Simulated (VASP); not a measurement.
# Pb (Fd-3m) in VASP: single point with LDA

Aim: the single point of Pb with LDA.

All numbers are computed with VASP 6.6.1; they aren't measurements. Logs are shortened: lines on timing, memory, paths and dates and some standing lists are left out, and cuts for length are marked.

## (1) The cell of the first run

The structure is cubic, space group Fd-3m (No. 227). The conventional cell has a = 6.831 Å, b = 6.831 Å, c = 6.831 Å, α = 90.00°, β = 90.00°, γ = 90.00°. Within 3.9 Å of Pb (site symmetry -43m) lie 4 Pb at 2.96 Å.

This isn't the form of Pb at room conditions, which is fcc.

## (2) Single point, LDA

INCAR reads:

```
  ALGO = Normal
  EDIFF = 1E-6
  ENCUT = 520
  ISIF = 2
  ISMEAR = -1
  LASPH = True
  LCHARG = True
  LELF = True
  LREAL = False
  LVHAR = True
  LWAVE = False
  NBANDS = 21
  NELM = 80
  PREC = Accurate
  SIGMA = 0.13605693000000002
```

KPOINTS reads:

```
k-points
0
Gamma
  8 8 8
```

POSCAR reads:

```
Pb
1.0
    0.0000000000      3.4155287373      3.4155287373
    3.4155287373      0.0000000000      3.4155287373
    3.4155287373      3.4155287373      0.0000000000
Pb
2
Direct
    0.0000000000      0.0000000000      0.0000000000
    0.2500000000      0.2500000000      0.2500000000
```

Potentials or basis: VASP PAW LDA potentials, release 64 (Pb_d).

Run with:

```sh
cat potpaw_LDA.64/Pb_d/POTCAR > POTCAR
mpirun -np 1 vasp_std > vasp.out
```

OUTCAR:

```text
EDIFF = 1E-6
   ENCUT = 520
   ISIF = 2
   ISMEAR = -1
   LASPH = True
   LREAL = False
   NELM = 80
   PREC = Accurate

 ion  position               nearest neighbor table
   1  0.000  0.000  0.000-   2 2.96   2 2.96   2 2.96   2 2.96
   2  0.250  0.250  0.250-   1 2.96   1 2.96   1 2.96   1 2.96

  LATTYP: Found a face centered cubic cell.
 ALAT       =     6.8310574746

  Lattice vectors:

 A1 = (   0.0000000000,   3.4155287373,   3.4155287373)
 A2 = (   3.4155287373,   0.0000000000,   3.4155287373)
 A3 = (   3.4155287373,   3.4155287373,   0.0000000000)

Analysis of symmetry for initial positions (statically):
=====================================================================
 Subroutine PRICEL returns:
 Original cell was already a primitive cell.

 Routine SETGRP: Setting up the symmetry group for a
 face centered cubic supercell.

 Subroutine GETGRP returns: Found 48 space group operations
 (whereof 24 operations were pure point group operations)
 out of a pool of 48 trial point group operations.

The static configuration has the point symmetry T_d .
 The point group associated with its full space group is O_h .

Analysis of symmetry for dynamics (positions and initial velocities):
=====================================================================
 Subroutine PRICEL returns:
 Original cell was already a primitive cell.

 Routine SETGRP: Setting up the symmetry group for a
 face centered cubic supercell.

 Subroutine GETGRP returns: Found 48 space group operations
 (whereof 24 operations were pure point group operations)
 out of a pool of 48 trial point group operations.

The dynamic configuration has the point symmetry T_d .
 The point group associated with its full space group is O_h .

 Subroutine INISYM returns: Found 48 space group operations
 (whereof 24 operations are pure point group operations),
 and found     1 'primitive' translations

----------------------------------------------------------------------------------------

                                     Primitive cell

  volume of cell :      79.6900

  direct lattice vectors                    reciprocal lattice vectors
     0.000000000  3.415528737  3.415528737    -0.146390219  0.146390219  0.146390219
     3.415528737  0.000000000  3.415528737     0.146390219 -0.146390219  0.146390219
     3.415528737  3.415528737  0.000000000     0.146390219  0.146390219 -0.146390219

  length of vectors
     4.830287063  4.830287063  4.830287063     0.253555297  0.253555297  0.253555297

  position of ions in fractional coordinates (direct lattice)
     0.000000000  0.000000000  0.000000000
[... 71 lines left out ...]
   ICHARG =      2    charge: 1-file 2-atom 10-const
   ISPIN  =      1    spin polarized calculation?
   LNONCOLLINEAR =      F non collinear calculations
   LSORBIT =      F    spin-orbit coupling
   LASPH  =      T    aspherical Exc in radial PAW
   ENCUT  =  520.0 eV  38.22 Ry    6.18 a.u.   8.98  8.98  8.98*2*pi/ulx,y,z
   NELM   =     80;   NELMIN=  2; NELMDL= -5     # of ELM steps
   EDIFF  = 0.1E-05   stopping-criterion for ELM
   LREAL  =      F    real-space projection
   EDIFFG = 0.1E-04   stopping-criterion for IOM
   NSW    =      0    number of steps for IOM
   IBRION =     -1    ionic relax: 0-MD 1-quasi-New 2-CG
   NFREE  =      0    steps in history (QN), initial steepest desc. (CG)
   ISIF   =      2    stress and relaxation
   ISYM   =      2    0-nonsym 1-usesym 2-fastsym
   POTIM  = 0.5000    time-step for ionic-motion
   TEBEG  =    0.0;   TEEND  =   0.0 temperature during run
   PSTRESS=    0.0 pullay stress
   NELECT =      28.0000    total number of electrons
   NUPDOWN=      -1.0000    fix difference up-down
   EMIN   =  10.00;   EMAX   =-10.00  energy-range for DOS
   EFERMI =   0.00;   METHOD = LEGACY
   ISMEAR =    -1;   SIGMA  =   0.14  broadening in eV -4-tet -1-fermi 0-gaus
   EFERMI_NEDOS =   21; number of points for ismear=-14 and -15
   IALGO  =     38    algorithm
   IMIX   =      4    mixing-type and parameters
     AMIX     =   0.40;   BMIX     =  1.00
     AMIX_MAG =   1.60;   BMIX_MAG =  1.00
  volume/ion in A,a.u.               =      39.84       268.89
  Fermi-wavevector in a.u.,A,eV,Ry     =   1.155206  2.183023 18.156998  1.334502
  Thomas-Fermi vector in A             =   2.291837
   LORBIT       =      0    0 simple, 1 ext, 2 COOP (PROOUT), +10 PAW based schemes
   GGA     = CA    functional components
   LHFCALC =     F    Hartree Fock is set to
   AEXX    =    0.0000 exact exchange contribution
   IVDW    =     0    specifies the selected vdW correction
   LEPSILON=     F    determine dielectric tensor
   LRPA    =     F    only Hartree local field effects (RPA)
 non-spin polarized calculation
  energy-cutoff  :      520.00
  volume of cell :       79.69
 maximum number of plane-waves:      2180
   NGX = 17   NGY = 17   NGZ = 17

 number of electron      28.0000009 magnetization

 Free energy of the ion-electron system (eV)
  ---------------------------------------------------
  ext. energy  EPLUGINS =         0.00000000
  ---------------------------------------------------
  free energy    TOTEN  =        -7.90593357 eV

  energy without entropy =       -7.87413907  energy(sigma->0) =       -7.89003632

 E-fermi :   4.2293     XC(G=0):  -8.8513

 val. band max:        3.9684556655   @ k =   0.1250   0.1250   0.0000
 cond. band min:       4.3048632152   @ k =  -0.1250   0.1250   0.0000
 fundamental gap:      0.3364075498
 Fermi energy:         4.2293361187

 k-point     1 :       0.0000    0.0000    0.0000
  band No.  band energies     occupation
      1     -12.9577      2.00000
      2     -12.9577      2.00000
      3     -12.9577      2.00000
      4     -12.8741      2.00000
      5     -12.8741      2.00000
      6     -12.4190      2.00000
[... 565 lines left out ...]
     20      12.1643      0.00000
     21      12.9268      0.00000

 [... further k-points ...]
[... 5 lines left out ...]
  --------------------------------------------------------------------------------------
  -------------------------------------------------------------------------------------
  Total       -0.0307371     -0.0307371     -0.0307371      0.0000000      0.0000000      0.0000000
  in kB       -0.6179736     -0.6179736     -0.6179736      0.0000000      0.0000000      0.0000000
  external PRESSURE =      -0.6179736 kB  Pullay stress =       0.0000000 kB

 VOLUME and BASIS-vectors are now :
 -----------------------------------------------------------------------------
  energy-cutoff  :      520.00
  volume of cell :       79.69
      direct lattice vectors                 reciprocal lattice vectors
     0.000000000  3.415528737  3.415528737    -0.146390219  0.146390219  0.146390219
     3.415528737  0.000000000  3.415528737     0.146390219 -0.146390219  0.146390219
     3.415528737  3.415528737  0.000000000     0.146390219  0.146390219 -0.146390219

 POSITION                                       TOTAL-FORCE (eV/Angst)
 -----------------------------------------------------------------------------------
      0.00000      0.00000      0.00000        -0.000000     -0.000000     -0.000000
      1.70776      1.70776      1.70776         0.000000      0.000000      0.000000
 -----------------------------------------------------------------------------------
    total drift:                                0.000000      0.000000      0.000000

  FREE ENERGIE OF THE ION-ELECTRON SYSTEM (eV)
  ---------------------------------------------------
  free  energy   TOTEN  =        -7.9059335651 eV

  energy  without entropy=       -7.8741390707  energy(sigma->0) =       -7.89003632
```

It took 51 s on 1 thread of Intel Xeon 8259CL, shared host; peak memory 0.19 GiB.

Results:

| Item | Value |
| --- | --- |
| Free energy | -7.9059 eV |
| Pressure | -0.1 GPa |
| Band gap on the k mesh | zero (bands 14 and 15 overlap by 1.18 eV) |

Caveat: spin-orbit coupling is left out, which moves the levels of the heavy elements.
